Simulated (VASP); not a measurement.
Write the native input for VASP 6.6.1 that does the following.

* Task: single point
* Functional: r2SCAN
* Potentials or basis: VASP PAW PBE potentials, release 64 (Fe, Ge_d)
* Cutoff: 520 eV
* k mesh: 3 × 3 × 3
* Occupations: gaussian, width 0.05 eV
* Spin: collinear spin, ferromagnetic start
* Starting moments: [4.0, 0.0] μB
* Dipole correction: no
* Further INCAR settings: ALGO = Normal; EDIFF = 1e-06; NBANDS = 22

Crystal: FeGe.

```
CELL_PARAMETERS angstrom
3.01617 0.00000 0.00000
0.00000 3.01617 0.00000
0.00000 0.00000 3.01617
ATOMIC_POSITIONS crystal
Fe 0.00000 0.00000 0.00000
Ge 0.46334 0.45075 0.45353
```

The input as run:

POSCAR

```
FeGe
1.0
    3.0161729560      0.0000000000      0.0000000000
    0.0000000000      3.0161729560      0.0000000000
    0.0000000000      0.0000000000      3.0161729560
Fe Ge
1 1
Direct
    0.0000000000      0.0000000000      0.0000000000
    0.4633440200      0.4507515000      0.4535288900
```

INCAR.step1

```
SYSTEM = FeGe
PREC = Accurate ; ENCUT = 520
ISMEAR = 0 ; SIGMA = 0.05
LREAL = .FALSE. ; LASPH = .TRUE.
NELM = 150 ; ISPIN = 2
MAGMOM = 4 0 ; LMAXMIX = 4
NBANDS = 22 ; GGA = PE
ALGO = Normal ; EDIFF = 1E-4
LWAVE = .TRUE. ; LCHARG = .FALSE.
```

INCAR.step2

```
SYSTEM = FeGe
PREC = Accurate ; ENCUT = 520
EDIFF = 1E-6 ; ISMEAR = 0
SIGMA = 0.05 ; LREAL = .FALSE.
LASPH = .TRUE. ; NELM = 150
ALGO = Normal ; ISIF = 2
LWAVE = .FALSE. ; LCHARG = .FALSE.
ISPIN = 2 ; MAGMOM = 4 0
LORBIT = 11 ; LMAXMIX = 4
METAGGA = R2SCAN ; LMIXTAU = .TRUE.
NBANDS = 22 ; ISTART = 1
```

KPOINTS

```
regular mesh
0
G
  3 3 3
  0 0 0
```

Potentials or basis: VASP PAW PBE potentials, release 64 (Fe, Ge_d).

The run is started by

```sh
$ cat potpaw_PBE.64/Fe/POTCAR potpaw_PBE.64/Ge_d/POTCAR > POTCAR
$ cp INCAR.step1 INCAR
$ mpirun -np 1 vasp_std > vasp.out
$ cp INCAR.step2 INCAR
$ mpirun -np 1 vasp_std > vasp.out
```

Results of the run:

```yaml
Pressure: -4.8 GPa
Largest_force: 0.944 eV/Å
Net_moment: 1.93 μB per cell
Site_moments: Fe +1.97; Ge -0.01 μB
Valence_electrons_inside_the_program's_atomic_spheres: Fe 7.13; Ge 12.42
```

Caveat: the k points lie up to 0.69 Å⁻¹ apart; the PAW data sets were made with another functional, which shifts forces and pressure a little.

Run time: 34 s on 1 thread of Intel(R) Xeon(R) 6975P-C (Granite Rapids) (shared host), peak memory 0.16 GiB.
